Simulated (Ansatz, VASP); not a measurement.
This is a calculation of TiSi2 for VASP 6.6.1.

INCAR

```
PREC = Accurate ; ENCUT = 520
EDIFF = 1E-6 ; ISMEAR = -1
SIGMA = 0.05 ; LREAL = False
LASPH = True ; NELM = 100
ALGO = Normal ; ISIF = 2
LWAVE = False ; LCHARG = False
GGA = CA ; NBANDS = 17
```

Contents of KPOINTS:

```
regular mesh
0
Gamma
  12 12 12
```

The input POSCAR:

```
TiSi2
1.0
   -1.4428049511      1.6771787643      4.1260979956
    1.4428049511     -1.6771787643      4.1260979956
    1.4428049511      1.6771787643     -4.1260979956
Ti Si
1 2
Direct
    0.0000000000      0.0000000000      0.0000000000
    0.6700780000      0.6700780000      0.0000000000
    0.3299220000      0.3299220000      0.0000000000
```

Potentials or basis: VASP PAW LDA potentials, release 64 (Ti_sv, Si).

Command:

```bash
$ cat potpaw_LDA.64/Ti_sv/POTCAR potpaw_LDA.64/Si/POTCAR > POTCAR
$ mpirun -np 1 vasp_std > vasp.out
```

**Question.** Set up the same calculation for Ansatz 0.2.0. Potentials there: all-electron LAPW, scalar-relativistic.

**Answer.** As run (the cutoff follows the program's own potentials):

File input.yaml:

```yaml
crystal:
  lattice:
    - [-1.4428049511, 1.6771787643, 4.1260979956]
    - [1.4428049511, -1.6771787643, 4.1260979956]
    - [1.4428049511, 1.6771787643, -4.1260979956]
  atoms:
    - { symbol: Ti, position: [0.0, 0.0, 0.0] }
    - { symbol: Si, position: [0.670078, 0.670078, 0.0] }
    - { symbol: Si, position: [0.329922, 0.329922, 0.0] }
kpoints:
  mp_grid: { grid: [12, 12, 12] }
scf:
  occupations: { method: fermi_dirac, width: 0.05 }
hamiltonian:
  xc: lda
  pseudopotentials: { kind: all_electron, lapw: { basis_error: 0.002 } }
output:
  forces: true
  stress: true
  eigenvalues: true
```

Potentials or basis: all-electron LAPW, scalar-relativistic.

Launch:

```console
$ ansatz run input.yaml --threads 2 --pin off --max-ram 6144MiB --backend cpu --events-out ev --progress --plain --runs-dir out
```

Both were run:

|  | VASP | Ansatz | Ansatz less VASP |
| --- | --- | --- | --- |
| gap on the k mesh at the Fermi level (eV) | none | none | - |
| pressure (GPa) | 2.6 | 2.4 | -0.18 |
| traceless stress, the component that is largest in VASP (GPa) | -0.35 | -0.35 | -0.001 |
| rms of the force components (eV/Å) | 0.031 | 0.033 | +0.0015 |

LDA's correlation is that of Perdew and Zunger in VASP and of Perdew and Wang (1992) in Ansatz. Atom by atom the forces differ by 0.001 eV/Å (rms over components). A gap of «none» marks a metal or a gap that the smearing closes. Ansatz ran all-electron here, and VASP with PAW potentials.
